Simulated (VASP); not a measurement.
A run of VASP 6.6.1 is set up as follows.

INCAR

```
SYSTEM = GaSb
PREC     = Accurate       ! precision mode
ENCUT    = 500            ! plane-wave cutoff, eV
EDIFF    = 1E-6           ! SCF threshold, eV
ISMEAR   = 0              ! smearing method
SIGMA    = 0.2            ! smearing width, eV
LREAL    = .False.        ! projectors in reciprocal space
LASPH    = .True.         ! aspherical terms in the spheres
NELM     = 120            ! most SCF steps
ALGO     = Normal         ! electronic algorithm
ISIF     = 2              ! what is computed and relaxed
LWAVE    = .False.        ! write WAVECAR
LCHARG   = .False.        ! write CHGCAR
GGA      = PE             ! functional
NBANDS   = 16             ! bands
GGA_COMPAT= .False.
```

File KPOINTS:

```
Automatic mesh
0
Gamma
  6 6 6
  0 0 0
```

File POSCAR:

```
GaSb
1.0
   -1.9471597591      1.9471597591      3.4602245739
    1.9471597591     -1.9471597591      3.4602245739
    1.9471597591      1.9471597591     -3.4602245739
Ga Sb
1 1
Direct
    0.2475931052      0.2475931052      0.0000000000
    0.8553794848      0.8553794848      0.0000000000
```

Potentials or basis: VASP PAW PBE potentials, release 64 (Ga_d, Sb).

Run with:

```console
$ cat potpaw_PBE.64/Ga_d/POTCAR potpaw_PBE.64/Sb/POTCAR > POTCAR
$ mpirun -np 1 vasp_std > vasp.out
```

Estimate the pressure.

0.2 GPa.

Estimate the largest force.

0.015 eV/Å.

What does it give for the band gap on the k mesh?

Zero (band 9 reaches 6.60 eV, above the bottom of band 10 at 4.33 eV).

Stress tensor (GPa, compression positive):
```
0.11 0.00 0.00
0.00 0.11 0.00
0.00 0.00 0.26
```

Caveat: the k points lie up to 0.38 Å⁻¹ apart; spin-orbit coupling is left out, which moves the levels of the heavy elements.
